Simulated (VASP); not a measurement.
Write the native input for VASP 6.6.1 that does the following.

```yaml
Task: single point
Functional: PBE
Potentials_or_basis: VASP PAW PBE potentials, release 64 (Gd, N)
Cutoff: 520 eV
k_mesh: 18 × 18 × 18
Occupations: gaussian, width 0.1 eV
Spin: collinear spin, ferromagnetic start
Starting_moments: "[7.55, 0.0] μB"
Dipole_correction: no
Further_INCAR_settings: ALGO = Normal; EDIFF = 1e-07; NBANDS = 22
```

The structure of GdN lies in POSCAR:

```
GdN
1.0
   -1.8188844284      1.8188844284      2.5727071239
    1.8188844284     -1.8188844284      2.5727071239
    1.8188844284      1.8188844284     -2.5727071239
Gd N
1 1
Direct
    0.3017358750      0.3017358750      0.0000000000
    0.8017358750      0.8017358750      0.0000000000
```

One way to write it, as run:

INCAR

```
SYSTEM = GdN
  ALGO = Normal
  EDIFF = 1E-7
  ENCUT = 520
  GGA = PE
  ISIF = 2
  ISMEAR = 0
  ISPIN = 2
  LASPH = .True.
  LCHARG = .False.
  LMAXMIX = 6
  LORBIT = 11
  LREAL = .False.
  LWAVE = .False.
  MAGMOM = 7.55 0
  NBANDS = 22
  NELM = 150
  PREC = Accurate
  SIGMA = 0.1
```

KPOINTS

```
k-points
0
Gamma
  18 18 18
  0 0 0
```

Potentials or basis: VASP PAW PBE potentials, release 64 (Gd, N).

Command:

```sh
$ cat potpaw_PBE.64/Gd/POTCAR potpaw_PBE.64/N/POTCAR > POTCAR
$ mpirun -np 1 vasp_std > vasp.out
```

Results of the run:

| Quantity | Value |
| --- | --- |
| Pressure | -11.5 GPa |
| Band gap on the k mesh | zero (filled and empty bands overlap) |
| Net moment | 7.00 μB per cell |
| Site moments | Gd +6.80; N -0.07 μB |
| Valence electrons inside the program's atomic spheres | Gd 15.15; N 3.58 |

Caveat: the cell stands under tension; spin-orbit coupling is left out, which moves the levels of the heavy elements; a cell with one magnetic atom can't hold antiferromagnetic order, which such compounds often take; semilocal functionals describe open f shells poorly, which spoils levels, moments and volumes.

Wall time 51 min on 1 thread of Oxide Virtual Turin-like Processor (shared host), peak memory 0.64 GiB.
